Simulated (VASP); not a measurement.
## ZnO: single point with PBE+D4

The system is ZnO.

```
CELL_PARAMETERS angstrom
3.23011 0.00000 0.00000
-1.61505 2.79735 0.00000
0.00000 0.00000 5.21221
ATOMIC_POSITIONS crystal
Zn 0.33333 0.66667 0.00151
Zn 0.66667 0.33333 0.50151
O 0.33333 0.66667 0.38059
O 0.66667 0.33333 0.88059
```

This cell differs from its parent crystal: volume scaled by 0.98.

```yaml
Program: VASP 6.6.1
Task: single point
Functional: PBE
Dispersion: D4
Potentials_or_basis: VASP PAW PBE potentials, release 64 (Zn, O_h)
Cutoff: 910 eV
k_mesh: 8 × 8 × 6
Occupations: gaussian, width 0.05 eV
Spin: no spin polarisation
Dipole_correction: no
Second_run: hard_potentials
Further_INCAR_settings: ALGO = Normal; EDIFF = 1e-06; NBANDS = 26
```

```
Pressure                   : 3.8 GPa
Band gap on the k mesh     : 0.80 eV, direct
Dispersion energy per atom : -0.241 eV
```

Forces on the atoms (eV/Å):
```
Zn   0.000  0.000  0.002
Zn   0.000  0.000  0.002
O    0.000  0.000 -0.002
O    0.000  0.000 -0.002
```

Levels at points of the mesh, in eV from the valence-band top:
| k point | band 16 | band 17 | band 18 | band 19 | band 20 | band 21 |
| --- | --- | --- | --- | --- | --- | --- |
| (0.00, 0.00, 0.00) | -0.09 | 0.00 | 0.00 | 0.80 | 5.27 | 8.23 |
| (0.50, 0.00, 0.00) | -2.30 | -1.31 | -0.85 | 5.82 | 6.88 | 7.58 |
| (0.00, 0.00, 0.50) | -0.40 | -0.40 | -0.40 | 3.47 | 3.47 | 10.10 |
| (0.50, 0.00, 0.50) | -1.53 | -1.40 | -1.40 | 5.72 | 5.72 | 8.49 |

Run time: 40 s on 1 thread of Intel(R) Xeon(R) 6975P-C (Granite Rapids), on a shared host, peak memory 0.27 GiB.

Caveat: the cutoff is under 1.25 times the usual one of these potentials, so pressure, stress and relaxed cells hold a basis-set (Pulay) error.
